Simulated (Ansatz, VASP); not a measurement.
MgO: VASP beside Ansatz

```
Mg O
1.0
     0.00000    2.10217    2.10217
     2.10217    0.00000    2.10217
     2.10217    2.10217    0.00000
Mg O
1 1
Direct
  0.00000 0.00000 0.00000
  0.50000 0.50000 0.50000
```

Alike in both runs: task single point; functional LDA; k mesh 8 × 8 × 8; no spin polarisation.

|  | VASP | Ansatz |
| --- | --- | --- |
| version | VASP 6.6.1 | Ansatz 0.2.0 |
| potentials or method | VASP PAW LDA potentials, release 64 (Mg_sv, O) | plane waves |
| plane-wave cutoff (eV) | 840 | 420 |
| occupations | gaussian, width 0.01 eV | fixed |
| valence electrons in the cell | 16 | 16 |

Ansatz gave:

- gap on the k mesh at the Fermi level (eV): 4.71
- pressure (GPa): -5.2

Q: What did VASP give for the same quantities?

A: gap on the k mesh at the Fermi level (eV): 4.72; pressure (GPa): -4.7.

LDA's correlation is that of Perdew and Zunger in VASP and of Perdew and Wang (1992) in Ansatz.
